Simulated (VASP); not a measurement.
# TiC3: relaxation of cell and atoms with PBE

Crystal: TiC3.

```
Ti C
1.0
     3.77958    0.00000    0.00000
    -1.88979    3.27321    0.00000
     0.00000    0.00000    4.04214
Ti C
1 3
Direct
  0.00000 0.00000 0.00000
  0.00000 0.00000 0.50000
  0.33333 0.66667 0.00000
  0.66667 0.33333 0.00000
```

- Program: VASP 6.6.1
- Task: relaxation of cell and atoms
- Functional: PBE
- Potentials or basis: VASP PAW PBE potentials, release 64 (Ti_sv, C)
- Cutoff: 600 eV
- k mesh: 12 × 12 × 12
- Occupations: gaussian, width 0.1 eV
- Spin: no spin polarisation
- Dipole correction: no
- Further INCAR settings: ALGO = Normal; EDIFF = 1e-06; IBRION = 2; EDIFFG = -0.01; NSW = 100; ISIF = 3

* Relaxed volume: 12.48 Å³/atom
* Relaxed cell: a = 3.772 Å, b = 3.772 Å, c = 4.052 Å, α = 90.00°, β = 90.00°, γ = 120.00°
* Space group after relaxing (to 0.05 Å): P6/mmm (No. 191)
* Energy gained by relaxing: 0.2 meV/atom
* Ionic steps: 3
* Pressure after relaxing: 0.1 GPa
* Band gap on the k mesh: zero (band 12 reaches 4.61 eV, above the bottom of band 13 at 3.37 eV)

The path:
```
step  energy change (eV)  largest force (eV/Å)  pressure (GPa)  volume (Å³)
   1              0.0000                0.0000           -0.15        50.01
   2             -0.0006                0.0000            0.11        49.92
   3             -0.0006                0.0000            0.08        49.94
```

Final structure:
```cif
data_structure
_symmetry_space_group_name_H-M 'P 1'
_symmetry_Int_Tables_number 1
_cell_length_a 3.7725
_cell_length_b 3.7725
_cell_length_c 4.0518
_cell_angle_alpha 90.000
_cell_angle_beta 90.000
_cell_angle_gamma 120.000
_cell_volume 49.94
loop_
_atom_site_label
_atom_site_type_symbol
_atom_site_fract_x
_atom_site_fract_y
_atom_site_fract_z
_atom_site_occupancy
Ti1 Ti 0.00000 0.00000 0.00000 1
C1 C 0.00000 0.00000 0.50000 1
C2 C 0.33333 0.66667 0.00000 1
C3 C 0.66667 0.33333 0.00000 1
```

Levels at points of the mesh, in eV from the Fermi level:
```csv
k point,band 9,band 10,band 11,band 12,band 13,band 14,band 15,band 16
"(0.00, 0.00, 0.00)",-4.75,-2.90,0.32,0.32,1.94,2.20,2.20,2.64
"(0.50, 0.00, 0.00)",-2.06,-1.81,-0.36,-0.13,0.10,1.12,1.57,1.96
"(0.00, 0.00, 0.50)",-4.70,-2.88,-1.42,-0.65,-0.65,2.31,2.41,2.41
"(0.50, 0.00, 0.50)",-3.39,-2.88,-1.76,-1.06,0.12,0.26,2.54,3.50
```

Run time: 7.3 min on 1 thread of AMD EPYC 7R13, with other jobs on the host, peak memory 0.24 GiB.
